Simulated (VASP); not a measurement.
# Ir (P6_3/mmc) in VASP: notebook

Ir is run at these levels: r2SCAN; tasks: single point.

All numbers are computed with VASP 6.6.1; they aren't measurements. Logs are shortened: lines on timing, memory, paths and dates and some standing lists are left out, and cuts for length are marked.

## 1. The cell of the first run

The structure is hexagonal, space group P6_3/mmc (No. 194). The conventional cell has a = 4.238 Å, b = 4.238 Å, c = 4.859 Å, α = 90.00°, β = 90.00°, γ = 120.00°. Ir (site symmetry -6m2) has 5 Ir at 2.43 to 2.45 Å within 3.2 Å. Within 3.2 Å of Ir (site symmetry -6m2) lie 3 Ir at 2.45 Å.

## 2. Single point, r2SCAN

POSCAR

```
Ir
1.0
    4.2384384546      0.0000000000      0.0000000000
   -2.1192192273      3.6705953740      0.0000000000
    0.0000000000      0.0000000000      4.8589241358
Ir
4
Direct
    0.0000000000      0.0000000000      0.2500000000
    0.0000000000      0.0000000000      0.7500000000
    0.3333333333      0.6666666667      0.7500000000
    0.6666666667      0.3333333333      0.2500000000
```

INCAR.step1

```
SYSTEM = Ir
  ALGO = Normal
  EDIFF = 1E-4
  ENCUT = 520
  GGA = PE
  ISMEAR = 0
  LASPH = .True.
  LCHARG = .False.
  LREAL = .False.
  LWAVE = .True.
  NBANDS = 26
  NELM = 60
  PREC = Accurate
  SIGMA = 0.1
```

INCAR.step2

```
SYSTEM = Ir
  ALGO = Normal
  EDIFF = 1E-7
  ENCUT = 520
  ISIF = 2
  ISMEAR = 0
  ISTART = 1
  LASPH = .True.
  LCHARG = .True.
  LELF = .True.
  LMIXTAU = .True.
  LREAL = .False.
  LVHAR = .True.
  LWAVE = .False.
  METAGGA = R2SCAN
  NBANDS = 26
  NELM = 60
  PREC = Accurate
  SIGMA = 0.1
```

KPOINTS

```
k-points
0
Gamma
  12 12 10
  0 0 0
```

Potentials or basis: VASP PAW PBE potentials, release 64 (Ir).

Run with:

```
$ cat potpaw_PBE.64/Ir/POTCAR > POTCAR
$ cp INCAR.step1 INCAR
$ mpirun -np 1 vasp_std > vasp.out
$ cp INCAR.step2 INCAR
$ mpirun -np 1 vasp_std > vasp.out
```

OUTCAR:

```text
SYSTEM = Ir
   EDIFF = 1E-7
   ENCUT = 520
   ISIF = 2
   ISMEAR = 0
   ISTART = 1
   LASPH = .True.
   LREAL = .False.
   METAGGA = R2SCAN
   NELM = 60
   PREC = Accurate

 ion  position               nearest neighbor table
   1  0.000  0.000  0.250-   2 2.43   2 2.43   4 2.45   4 2.45   4 2.45
   2  0.000  0.000  0.750-   1 2.43   1 2.43   3 2.45   3 2.45   3 2.45
   3  0.333  0.667  0.750-   2 2.45   2 2.45   2 2.45
   4  0.667  0.333  0.250-   1 2.45   1 2.45   1 2.45

  LATTYP: Found a hexagonal cell.
 ALAT       =     4.2384384546
 C/A-ratio  =     1.1463948782

  Lattice vectors:

 A1 = (   4.2384384546,   0.0000000000,   0.0000000000)
 A2 = (  -2.1192192273,   3.6705953740,   0.0000000000)
 A3 = (   0.0000000000,   0.0000000000,   4.8589241358)

Analysis of symmetry for initial positions (statically):
=====================================================================
 Subroutine PRICEL returns:
 Original cell was already a primitive cell.

 Routine SETGRP: Setting up the symmetry group for a
 hexagonal supercell.

 Subroutine GETGRP returns: Found 24 space group operations
 (whereof 12 operations were pure point group operations)
 out of a pool of 24 trial point group operations.

The static configuration has the point symmetry D_3d.
 The point group associated with its full space group is D_6h.

Analysis of symmetry for dynamics (positions and initial velocities):
=====================================================================
 Subroutine PRICEL returns:
 Original cell was already a primitive cell.

 Routine SETGRP: Setting up the symmetry group for a
 hexagonal supercell.

 Subroutine GETGRP returns: Found 24 space group operations
 (whereof 12 operations were pure point group operations)
 out of a pool of 24 trial point group operations.

The dynamic configuration has the point symmetry D_3d.
 The point group associated with its full space group is D_6h.

 Subroutine INISYM returns: Found 24 space group operations
 (whereof 12 operations are pure point group operations),
 and found     1 'primitive' translations

----------------------------------------------------------------------------------------

                                     Primitive cell

  volume of cell :      75.5932

  direct lattice vectors                    reciprocal lattice vectors
     4.238438455  0.000000000  0.000000000     0.235935949  0.136217684  0.000000000
    -2.119219227  3.670595374  0.000000000     0.000000000  0.272435368  0.000000000
[... 86 lines left out ...]
   LASPH  =      T    aspherical Exc in radial PAW
   ENCUT  =  520.0 eV  38.22 Ry    6.18 a.u.   7.88  7.88  9.03*2*pi/ulx,y,z
   NELM   =     60;   NELMIN=  2; NELMDL=  0     # of ELM steps
   EDIFF  = 0.1E-06   stopping-criterion for ELM
   LREAL  =      F    real-space projection
   EDIFFG = 0.1E-05   stopping-criterion for IOM
   NSW    =      0    number of steps for IOM
   IBRION =     -1    ionic relax: 0-MD 1-quasi-New 2-CG
   NFREE  =      0    steps in history (QN), initial steepest desc. (CG)
   ISIF   =      2    stress and relaxation
   ISYM   =      2    0-nonsym 1-usesym 2-fastsym
   POTIM  = 0.5000    time-step for ionic-motion
   TEBEG  =    0.0;   TEEND  =   0.0 temperature during run
   PSTRESS=    0.0 pullay stress
   NELECT =      36.0000    total number of electrons
   NUPDOWN=      -1.0000    fix difference up-down
   EMIN   =  10.00;   EMAX   =-10.00  energy-range for DOS
   EFERMI =   0.00;   METHOD = LEGACY
   ISMEAR =     0;   SIGMA  =   0.10  broadening in eV -4-tet -1-fermi 0-gaus
   EFERMI_NEDOS =   21; number of points for ismear=-14 and -15
   IALGO  =     38    algorithm
   IMIX   =      4    mixing-type and parameters
     AMIX     =   0.40;   BMIX     =  1.00
     AMIX_MAG =   1.60;   BMIX_MAG =  1.00
  volume/ion in A,a.u.               =      18.90       127.53
  Fermi-wavevector in a.u.,A,eV,Ry     =   1.278443  2.415908 22.237599  1.634417
  Thomas-Fermi vector in A             =   2.410986
   LORBIT       =      0    0 simple, 1 ext, 2 COOP (PROOUT), +10 PAW based schemes
   METAGGA = R2SCAN    functional components
   LHFCALC =     F    Hartree Fock is set to
   AEXX    =    0.0000 exact exchange contribution
   IVDW    =     0    specifies the selected vdW correction
   LEPSILON=     F    determine dielectric tensor
   LRPA    =     F    only Hartree local field effects (RPA)
 non-spin polarized calculation
 Gauss-broadening in eV      SIGMA  =   0.10
  energy-cutoff  :      520.00
  volume of cell :       75.59
 maximum number of plane-waves:      2058
 NGX is ok and might be reduce to    32
   NGX = 15   NGY = 15   NGZ = 19

 number of electron      36.0000001 magnetization

 Free energy of the ion-electron system (eV)
  ---------------------------------------------------
  ext. energy  EPLUGINS =         0.00000000
  ---------------------------------------------------
  free energy    TOTEN  =      -203.38603869 eV

  energy without entropy =     -203.33636733  energy(sigma->0) =     -203.36120301

 E-fermi :   6.1901     XC(G=0): -12.9641

 val. band max:        6.1866756498   @ k =   0.4167   0.1667   0.5000
 cond. band min:       6.1905119922   @ k =   0.2500   0.1667   0.5000
 fundamental gap:      0.0038363424
 Fermi energy:         6.1901195582

 k-point     1 :       0.0000    0.0000    0.0000
  band No.  band energies     occupation
      1      -2.7959      2.00000
      2      -0.6125      2.00000
      3       0.3613      2.00000
      4       0.5232      2.00000
      5       0.5232      2.00000
      6       2.3446      2.00000
[... 685 lines left out ...]
     25      11.6762      0.00000
     26      14.1395      0.00000

 [... further k-points ...]
[... 5 lines left out ...]
  --------------------------------------------------------------------------------------
  -------------------------------------------------------------------------------------
  Total        0.4767767      0.4767767      0.5333591     -0.0000000      0.0000000      0.0000000
  in kB       10.1051576     10.1051576     11.3044060     -0.0000000      0.0000000      0.0000000
  external PRESSURE =      10.5049071 kB  Pullay stress =       0.0000000 kB

 VOLUME and BASIS-vectors are now :
 -----------------------------------------------------------------------------
  energy-cutoff  :      520.00
  volume of cell :       75.59
      direct lattice vectors                 reciprocal lattice vectors
     4.238438455  0.000000000  0.000000000     0.235935949  0.136217684  0.000000000
    -2.119219227  3.670595374  0.000000000     0.000000000  0.272435368  0.000000000
     0.000000000  0.000000000  4.858924136     0.000000000  0.000000000  0.205806877

 POSITION                                       TOTAL-FORCE (eV/Angst)
 -----------------------------------------------------------------------------------
      0.00000      0.00000      1.21473         0.000000     -0.000000     -0.000000
      0.00000      0.00000      3.64419        -0.000000      0.000000     -0.000000
     -0.00000      2.44706      3.64419         0.000000     -0.000000      0.000000
      2.11922      1.22353      1.21473         0.000000      0.000000     -0.000000
 -----------------------------------------------------------------------------------
    total drift:                               -0.000000      0.000000     -0.000000

  FREE ENERGIE OF THE ION-ELECTRON SYSTEM (eV)
  ---------------------------------------------------
  free  energy   TOTEN  =      -203.3860386866 eV

  energy  without entropy=     -203.3363673294  energy(sigma->0) =     -203.36120301
```

OSZICAR.step1:

```text
N       E                     dE             d eps       ncg     rms          rms(c)
DAV:   1     0.337741396036E+03    0.33774E+03   -0.15834E+04  5928   0.133E+03
DAV:   2    -0.118145886270E+02   -0.34956E+03   -0.32764E+03  5964   0.389E+02
DAV:   3    -0.304634105648E+02   -0.18649E+02   -0.17223E+02  7240   0.927E+01
DAV:   4    -0.311287194769E+02   -0.66531E+00   -0.65121E+00  6646   0.178E+01
DAV:   5    -0.311407318348E+02   -0.12012E-01   -0.12001E-01  6552   0.214E+00    0.232E+01
DAV:   6    -0.298547509313E+02    0.12860E+01   -0.34602E+00  7074   0.176E+01    0.117E+01
DAV:   7    -0.307825764612E+02   -0.92783E+00   -0.60783E+00  8594   0.279E+01    0.103E+01
DAV:   8    -0.295500140932E+02    0.12326E+01   -0.23121E+00  8458   0.199E+01    0.228E+00
DAV:   9    -0.295391378031E+02    0.10876E-01   -0.25506E-01  8022   0.412E+00    0.101E+00
DAV:  10    -0.295302361129E+02    0.89017E-02   -0.32372E-02  8128   0.221E+00    0.216E-01
DAV:  11    -0.295302355949E+02    0.51796E-06   -0.11565E-03  6222   0.264E-01    0.949E-02
DAV:  12    -0.295302009443E+02    0.34651E-04   -0.92298E-05  3196   0.960E-02
   1 F= -.29530201E+02 E0= -.29503617E+02  d E =-.531675E-01
```

Wall time 9.6 min (1 thread of Intel Xeon Platinum 8375C at 2.90GHz (Ice Lake), shared host); peak memory 0.31 GiB.

What came out:

```yaml
Free_energy: -203.3860 eV
Pressure: 1.1 GPa
Band_gap_on_the_k_mesh: zero (band 18 reaches 6.59 eV, above the bottom of band 19 at 5.54 eV)
```

Stress tensor (GPa, compression positive):
```
1.01 0.00 0.00
0.00 1.01 0.00
0.00 0.00 1.13
```

Caveat: the PAW data sets were made with another functional, which shifts forces and pressure a little; spin-orbit coupling is left out, which moves the levels of the heavy elements.

(Continued in part 2 of 2.)
